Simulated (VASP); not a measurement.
# NaH (Fm-3m) in VASP: further runs

Aim: see how the results for NaH move with the level of theory and the settings. Levels: PBEsol, LDA, PBE, r2SCAN. Tasks: relaxation of cell and atoms.

Program: VASP 6.6.1. These are calculated values, not measurements. Logs are shortened: lines on timing, memory, paths and dates and some standing lists are left out, and cuts for length are marked.

### Step 1. The cell of the first run

Symmetry: Fm-3m, No. 225, cubic system. The conventional cell has a = 4.832 Å, b = 4.832 Å, c = 4.832 Å, α = 90.00°, β = 90.00°, γ = 90.00°. Na (site symmetry m-3m) has 6 H at 2.42 Å within 3.2 Å. H (site symmetry m-3m) has 6 Na at 2.42 Å within 3.2 Å.

### Step 2. Relaxation of cell and atoms, PBEsol

File INCAR:

```
SYSTEM = NaH
PREC     = Accurate       ! precision mode
ENCUT    = 600            ! plane-wave cutoff, eV
EDIFF    = 1E-6           ! SCF threshold, eV
ISMEAR   = -1             ! smearing method
SIGMA    = 0.02           ! smearing width, eV
LREAL    = .FALSE.        ! projectors in reciprocal space
LASPH    = .TRUE.         ! aspherical terms in the spheres
NELM     = 100            ! most SCF steps
ALGO     = Normal         ! electronic algorithm
ISIF     = 3              ! what is computed and relaxed
LWAVE    = .FALSE.        ! write WAVECAR
LCHARG   = .FALSE.        ! write CHGCAR
GGA      = PS             ! functional
IBRION   = 2              ! ionic algorithm
NSW      = 80             ! ionic steps
EDIFFG   = -0.005         ! ionic threshold
```

File KPOINTS:

```
Automatic mesh
0
G
  8 8 8
  0 0 0
```

File POSCAR:

```
NaH
1.0
    0.0000000000      2.4160403182      2.4160403182
    2.4160403182      0.0000000000      2.4160403182
    2.4160403182      2.4160403182      0.0000000000
Na H
1 1
Direct
    0.0000000000      0.0000000000      0.0000000000
    0.5000000000      0.5000000000      0.5000000000
```

Potentials or basis: VASP PAW PBE potentials, release 64 (Na_pv, H).

On the command line:

```
cat potpaw_PBE.64/Na_pv/POTCAR potpaw_PBE.64/H/POTCAR > POTCAR
mpirun -np 1 vasp_std > vasp.out
```

OUTCAR:

```text
SYSTEM = NaH
   PREC = Accurate
   ENCUT = 600
   EDIFF = 1E-6
   ISMEAR = -1
   LREAL = .FALSE.
   LASPH = .TRUE.
   NELM = 100
   ISIF = 3
   GGA = PS
   IBRION = 2
   NSW = 80
   EDIFFG = -0.005

 ion  position               nearest neighbor table
   1  0.000  0.000  0.000-
   2  0.500  0.500  0.500-

  LATTYP: Found a face centered cubic cell.
 ALAT       =     4.8320806364

  Lattice vectors:

 A1 = (   0.0000000000,   2.4160403182,   2.4160403182)
 A2 = (   2.4160403182,   0.0000000000,   2.4160403182)
 A3 = (   2.4160403182,   2.4160403182,   0.0000000000)

Analysis of symmetry for initial positions (statically):
=====================================================================
 Subroutine PRICEL returns:
 Original cell was already a primitive cell.

 Routine SETGRP: Setting up the symmetry group for a
 face centered cubic supercell.

 Subroutine GETGRP returns: Found 48 space group operations
[... 9 lines left out ...]

 Routine SETGRP: Setting up the symmetry group for a
 face centered cubic supercell.

 Subroutine GETGRP returns: Found 48 space group operations
[... 11 lines left out ...]
                                     Primitive cell

  volume of cell :      28.2061

  direct lattice vectors                    reciprocal lattice vectors
     0.000000000  2.416040318  2.416040318    -0.206950189  0.206950189  0.206950189
     2.416040318  0.000000000  2.416040318     0.206950189 -0.206950189  0.206950189
     2.416040318  2.416040318  0.000000000     0.206950189  0.206950189 -0.206950189

  length of vectors
     3.416796985  3.416796985  3.416796985     0.358448242  0.358448242  0.358448242

  position of ions in fractional coordinates (direct lattice)
     0.000000000  0.000000000  0.000000000
     0.500000000  0.500000000  0.500000000

  ion indices of the primitive-cell ions
   primitive index   ion index
                 1           1
                 2           2

----------------------------------------------------------------------------------------

 KPOINTS: Automatic mesh

Automatic generation of k-mesh.
 Grid dimensions read from file:
 generate k-points for:    8    8    8

 Generating k-lattice:

  Cartesian coordinates                     Fractional coordinates (reciprocal lattice)
    -0.025868774  0.025868774  0.025868774     0.125000000  0.000000000  0.000000000
     0.025868774 -0.025868774  0.025868774     0.000000000  0.125000000  0.000000000
     0.025868774  0.025868774 -0.025868774     0.000000000  0.000000000  0.125000000

  Length of vectors
     0.044806030  0.044806030  0.044806030

  Shift w.r.t. Gamma in fractional coordinates (k-lattice)
     0.000000000  0.000000000  0.000000000

 Subroutine IBZKPT returns following result:
 ===========================================

 Found     29 irreducible k-points:

 Following reciprocal coordinates:
            Coordinates               Weight
  0.000000  0.000000  0.000000      1.000000
  0.125000  0.000000  0.000000      8.000000
  0.250000  0.000000  0.000000      8.000000
  0.375000  0.000000  0.000000      8.000000
  0.500000  0.000000  0.000000      4.000000
  0.125000  0.125000  0.000000      6.000000
[... 16 lines left out ...]
  0.500000  0.250000  0.125000     48.000000
 -0.375000  0.250000  0.125000     24.000000
 [... further k-points ...]
   k-points           NKPTS =     29   k-points in BZ     NKDIM =     29   number of bands    NBANDS=      8
   number of dos      NEDOS =    301   number of ions     NIONS =      2
   total plane-waves  NPLWV =  21952
   dimension x,y,z NGX =    28 NGY =   28 NGZ =   28
   dimension x,y,z NGXF=    56 NGYF=   56 NGZF=   56
   ions per type =               1   1
   NGX,Y,Z   is equivalent  to a cutoff of  13.62, 13.62, 13.62 a.u.
   NGXF,Y,Z  is equivalent  to a cutoff of  27.25, 27.25, 27.25 a.u.
 SYSTEM =  NaH
   PREC   = accura    normal or accurate (medium, high low for compatibility)
   ISTART =      0    job   : 0-new  1-cont  2-samecut
   ICHARG =      2    charge: 1-file 2-atom 10-const
   ISPIN  =      1    spin polarized calculation?
   LNONCOLLINEAR =      F non collinear calculations
   LSORBIT =      F    spin-orbit coupling
   LASPH  =      T    aspherical Exc in radial PAW
   ENCUT  =  600.0 eV  44.10 Ry    6.64 a.u.   6.82  6.82  6.82*2*pi/ulx,y,z
   NELM   =    100;   NELMIN=  2; NELMDL= -5     # of ELM steps
   EDIFF  = 0.1E-05   stopping-criterion for ELM
   LREAL  =      F    real-space projection
   EDIFFG = -.5E-02   stopping-criterion for IOM
   NSW    =     80    number of steps for IOM
   IBRION =      2    ionic relax: 0-MD 1-quasi-New 2-CG
   NFREE  =      1    steps in history (QN), initial steepest desc. (CG)
   ISIF   =      3    stress and relaxation
   ISYM   =      2    0-nonsym 1-usesym 2-fastsym
   POTIM  = 0.5000    time-step for ionic-motion
   TEBEG  =    0.0;   TEEND  =   0.0 temperature during run
   PSTRESS=    0.0 pullay stress
   NELECT =       8.0000    total number of electrons
   NUPDOWN=      -1.0000    fix difference up-down
   EMIN   =  10.00;   EMAX   =-10.00  energy-range for DOS
   EFERMI =   0.00;   METHOD = LEGACY
   ISMEAR =    -1;   SIGMA  =   0.02  broadening in eV -4-tet -1-fermi 0-gaus
   EFERMI_NEDOS =   21; number of points for ismear=-14 and -15
   IALGO  =     38    algorithm
   IMIX   =      4    mixing-type and parameters
     AMIX     =   0.40;   BMIX     =  1.00
     AMIX_MAG =   1.60;   BMIX_MAG =  1.00
  volume/ion in A,a.u.               =      14.10        95.17
  Fermi-wavevector in a.u.,A,eV,Ry     =   1.075616  2.032620 15.741262  1.156950
  Thomas-Fermi vector in A             =   2.211478
   LORBIT       =      0    0 simple, 1 ext, 2 COOP (PROOUT), +10 PAW based schemes
   GGA     = PS    functional components
   LHFCALC =     F    Hartree Fock is set to
   AEXX    =    0.0000 exact exchange contribution
   IVDW    =     0    specifies the selected vdW correction
   LEPSILON=     F    determine dielectric tensor
   LRPA    =     F    only Hartree local field effects (RPA)
 conjugate gradient relaxation of ions
 non-spin polarized calculation
  energy-cutoff  :      600.00
  volume of cell :       28.21
 maximum number of plane-waves:       960
   NGX = 13   NGY = 13   NGZ = 13

--------------------------------------- Ionic step        1  -------------------------------------------

 number of electron       7.9999999 magnetization

 Free energy of the ion-electron system (eV)
  ---------------------------------------------------
  ext. energy  EPLUGINS =         0.00000000
  ---------------------------------------------------
  free energy    TOTEN  =        -5.08516990 eV

  energy without entropy =       -5.08516990  energy(sigma->0) =       -5.08516990

------------------------ aborting loop because EDIFF is reached ----------------------------------------

  FORCE on cell =-STRESS in cart. coord.  units (eV):
  Direction    XX          YY          ZZ          XY          YZ          ZX
  --------------------------------------------------------------------------------------
  -------------------------------------------------------------------------------------
  Total       -0.1002744     -0.1002744     -0.1002744      0.0000000      0.0000000      0.0000000
  in kB       -5.6958419     -5.6958419     -5.6958419      0.0000000      0.0000000      0.0000000
  external PRESSURE =      -5.6958419 kB  Pullay stress =       0.0000000 kB
[... 165 lines left out ...]
  energy  without entropy=       -5.0861157386  energy(sigma->0) =       -5.08611574

--------------------------------------- Ionic step        6  -------------------------------------------

 number of electron       7.9999992 magnetization

 Free energy of the ion-electron system (eV)
  ---------------------------------------------------
  ext. energy  EPLUGINS =         0.00000000
  ---------------------------------------------------
  free energy    TOTEN  =        -5.08637469 eV

  energy without entropy =       -5.08637469  energy(sigma->0) =       -5.08637469

 E-fermi :  -0.5153     XC(G=0):  -7.9724

 val. band max:       -1.0163027691   @ k =  -0.2500   0.5000   0.2500
 cond. band min:       2.5856571676   @ k =   0.5000   0.0000   0.0000
 fundamental gap:      3.6019599367
 Fermi energy:        -0.5152877240

 k-point     1 :       0.0000    0.0000    0.0000
  band No.  band energies     occupation
      1     -22.9746      2.00000
      2     -22.9746      2.00000
      3     -22.9746      2.00000
      4      -4.8098      2.00000
      5       9.6103      0.00000
      6      14.5598      0.00000
      7      14.5598      0.00000
      8      14.5598      0.00000
[... 243 lines left out ...]
 k-point    24 :      -0.3750    0.2500    0.1250
  band No.  band energies     occupation
      1     -23.0634      2.00000
      2     -23.0131      2.00000
      3     -22.9955      2.00000
      4      -1.5330      2.00000
      5       3.3772      0.00000
      6       6.7037      0.00000
      7       9.9929      0.00000
      8      13.9870      0.00000

 [... further k-points ...]
[... 5 lines left out ...]
  --------------------------------------------------------------------------------------
  -------------------------------------------------------------------------------------
  Total       -0.0054562     -0.0054562     -0.0054562     -0.0000000      0.0000000     -0.0000000
  in kB       -0.3173946     -0.3173946     -0.3173946     -0.0000000      0.0000000     -0.0000000
  external PRESSURE =      -0.3173946 kB  Pullay stress =       0.0000000 kB
[... 17 lines left out ...]
  FREE ENERGIE OF THE ION-ELECTRON SYSTEM (eV)
  ---------------------------------------------------
  free  energy   TOTEN  =        -5.0863746870 eV

  energy  without entropy=       -5.0863746870  energy(sigma->0) =       -5.08637469

 reached required accuracy - stopping structural energy minimisation
```

Run time: 21 s. Hardware: 1 thread of Intel Xeon 6975P-C, shared host; peak memory 0.15 GiB.

What came out:

| Quantity | Value |
| --- | --- |
| Free energy | -5.0864 eV |
| Relaxed volume | 13.77 Å³/atom |
| Relaxed cell | a = 3.390 Å, b = 3.390 Å, c = 3.390 Å, α = 60.00°, β = 60.00°, γ = 60.00° |
| Space group after relaxing (to 0.05 Å) | Fm-3m (No. 225) |
| Energy gained by relaxing | 0.6 meV/atom |
| Ionic steps | 6 |
| Pressure after relaxing | 0.0 GPa |
| Band gap on the k mesh | 3.60 eV, indirect (least direct gap 4.51 eV) |

The path:
```csv
step,energy change (eV),largest force (eV/Å),pressure (GPa),volume (Å³)
1,0.0000,0.0000,-0.57,28.21
2,-0.0006,0.0000,-0.32,28.00
3,-0.0009,0.0000,-0.26,27.89
4,-0.0012,0.0000,-0.11,27.66
5,-0.0009,0.0000,0.29,27.22
6,-0.0012,0.0000,-0.03,27.54
```

Final structure:
```cif
data_structure
_symmetry_space_group_name_H-M 'P 1'
_symmetry_Int_Tables_number 1
_cell_length_a 3.3898
_cell_length_b 3.3898
_cell_length_c 3.3898
_cell_angle_alpha 60.000
_cell_angle_beta 60.000
_cell_angle_gamma 60.000
_cell_volume 27.54
loop_
_atom_site_label
_atom_site_type_symbol
_atom_site_fract_x
_atom_site_fract_y
_atom_site_fract_z
_atom_site_occupancy
Na1 Na 0.00000 0.00000 0.00000 1
H1 H 0.50000 0.50000 0.50000 1
```

Levels at points of the mesh, in eV from the valence-band top:
```
           k point  band 1  band 2  band 3  band 4  band 5  band 6  band 7  band 8
(0.00, 0.00, 0.00)  -21.96  -21.96  -21.96   -3.79   10.63   15.58   15.58   15.58
(0.50, 0.00, 0.00)  -22.06  -21.97  -21.97   -0.91    3.60   10.79   13.38   13.38
(0.50, 0.50, 0.00)  -22.05  -21.99  -21.99   -0.19    4.46    9.86   10.65   10.65
```

Caveat: the PAW data sets were made with another functional, which shifts forces and pressure a little.

(Continued in part 2 of 2.)
